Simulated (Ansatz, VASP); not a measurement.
# One calculation of CaO, two programs

File POSCAR:

```
CaO
1.0
    0.0000000000      2.6218925023      2.6218925023
    2.6218925023      0.0000000000      2.6218925023
    2.6218925023      2.6218925023      0.0000000000
Ca O
1 1
Direct
    0.0000000000      0.0000000000      0.0000000000
    0.2500000000      0.2500000000      0.2500000000
```

Contents of INCAR.step1:

```
SYSTEM = CaO
PREC = Accurate ; ENCUT = 520
ISMEAR = 0 ; SIGMA = 0.05
LREAL = .False. ; LASPH = .True.
NELM = 60 ; NBANDS = 15
GGA = PE ; ALGO = Normal
EDIFF = 1E-4 ; LWAVE = .True.
LCHARG = .False.
```

Contents of INCAR.step2:

```
SYSTEM = CaO
PREC = Accurate ; ENCUT = 520
EDIFF = 1E-6 ; ISMEAR = 0
SIGMA = 0.05 ; LREAL = .False.
LASPH = .True. ; NELM = 60
ALGO = Normal ; ISIF = 2
LWAVE = .False. ; LCHARG = .True.
METAGGA = R2SCAN ; LMIXTAU = .True.
LELF = .True. ; LVHAR = .True.
NBANDS = 15 ; ISTART = 1
```

The input KPOINTS:

```
regular mesh
0
Gamma
  8 8 8
  0 0 0
```

Input for Ansatz:

```yaml
crystal:
  lattice:
    - [0.0, 2.6218925023, 2.6218925023]
    - [2.6218925023, 0.0, 2.6218925023]
    - [2.6218925023, 2.6218925023, 0.0]
  atoms:
    - { symbol: Ca, position: [0.0, 0.0, 0.0] }
    - { symbol: O, position: [0.25, 0.25, 0.25] }
basis:
  ecutwfc: 500
  ecutrho_ratio: 4
kpoints:
  mp_grid: { grid: [8, 8, 8] }
hamiltonian:
  xc: r2scan
scf:
  occupations: { method: gaussian, width: 0.05 }
output:
  forces: true
  stress: true
  eigenvalues: true
```

Alike in both runs: task single point; functional r2SCAN; k mesh 8 × 8 × 8; occupations gaussian, width 0.05 eV; no spin polarisation.

|  | VASP | Ansatz |
| --- | --- | --- |
| version | VASP 6.6.1 | Ansatz 0.2.0 |
| potentials or method | VASP PAW PBE potentials, release 64 (Ca_sv, O), cutoff 520 eV | scalar-relativistic, plane waves, PAW |
| valence electrons in the cell | 16 | 16 |

|  | VASP | Ansatz | Ansatz less VASP |
| --- | --- | --- | --- |
| gap on the k mesh at the Fermi level (eV) | 3.67 | 3.70 | +0.025 |
| least direct gap on the mesh (eV) | 4.27 | 4.28 | +0.016 |
| pressure (GPa) | -0.5 | -1.4 | -0.87 |

VASP's potentials were made for PBE, not for r2SCAN.
